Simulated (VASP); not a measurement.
Here is a VASP 6.6.1 calculation.

Contents of INCAR:

```
SYSTEM = TaC
PREC = Accurate ; ENCUT = 600
EDIFF = 1E-6 ; ISMEAR = 0
SIGMA = 0.3 ; LREAL = .False.
LASPH = .True. ; NELM = 120
ALGO = Normal ; ISIF = 2
LWAVE = .False. ; LCHARG = .False.
GGA = PE ; NBANDS = 14
GGA_COMPAT = .False.
```

KPOINTS

```
regular mesh
0
Gamma
  11 11 11
  0 0 0
```

File POSCAR:

```
TaC
1.0
    0.0000000000      2.2230000000      2.2230000000
    2.2230000000      0.0000000000      2.2230000000
    2.2230000000      2.2230000000      0.0000000000
Ta C
1 1
Direct
    0.0000000000      0.0000000000      0.0000000000
    0.5000000000      0.5000000000      0.5000000000
```

Potentials or basis: VASP PAW PBE potentials, release 64 (Ta_pv, C).

The run is started by

```console
$ cat potpaw_PBE.64/Ta_pv/POTCAR potpaw_PBE.64/C/POTCAR > POTCAR
$ mpirun -np 1 vasp_std > vasp.out
```

(1) What does it give for the band gap on the k mesh?

(2) Estimate the pressure.

Results:

(1) zero (an odd number of electrons rules out a gap without spin polarisation).

(2) 7.5 GPa.

Caveat: the cell stands under pressure; so wide a smearing shifts energies and pressures; spin-orbit coupling is left out, which moves the levels of the heavy elements.
